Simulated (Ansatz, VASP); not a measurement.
## Two plane-wave programs on SnO2

```xyz
12
Lattice="0.0000 4.4404 4.4404 4.4404 0.0000 4.4404 4.4404 4.4404 0.0000" Properties=species:S:1:pos:R:3 pbc="T T T"
Sn    3.3303    3.3303    1.1101
Sn    1.1101    3.3303    3.3303
Sn    3.3303    1.1101    3.3303
Sn    1.1101    1.1101    1.1101
O     7.9144    7.9144    7.9144
O     5.4069    7.9144    5.4069
O     5.4069    5.4069    7.9144
O     7.9144    5.4069    5.4069
O     3.1866    5.6942    5.6942
O     5.6942    5.6942    3.1866
O     5.6942    3.1866    5.6942
O     3.1866    3.1866    3.1866
```

Alike in both runs: functional LDA; k mesh 4 × 4 × 4; occupations gaussian, width 0.1 eV; no spin polarisation.

Ansatz relaxed the structure, and its values are those at the end. VASP's run is a single point on that final structure, the one shown.

|  | VASP | Ansatz |
| --- | --- | --- |
| version | VASP 6.6.1 | Ansatz 0.2.0 |
| potentials or method | VASP PAW LDA potentials, release 64 (Sn_d, O), cutoff 520 eV | scalar-relativistic, plane waves, PAW |
| valence electrons in the cell | 104 | 104 |

VASP gave:

| Quantity | Value |
| --- | --- |
| gap on the k mesh at the Fermi level (eV) | 2.02 |
| least direct gap on the mesh (eV) | 2.02 |
| pressure (GPa) | 0.5 |
| rms of the force components (eV/Å) | 0.058 |

Q: Estimate Ansatz's values.

A: gap on the k mesh at the Fermi level (eV): 2.02; least direct gap on the mesh (eV): 2.02; pressure (GPa): -0.4; rms of the force components (eV/Å): 0.024.

LDA's correlation is that of Perdew and Zunger in VASP and of Perdew and Wang (1992) in Ansatz.
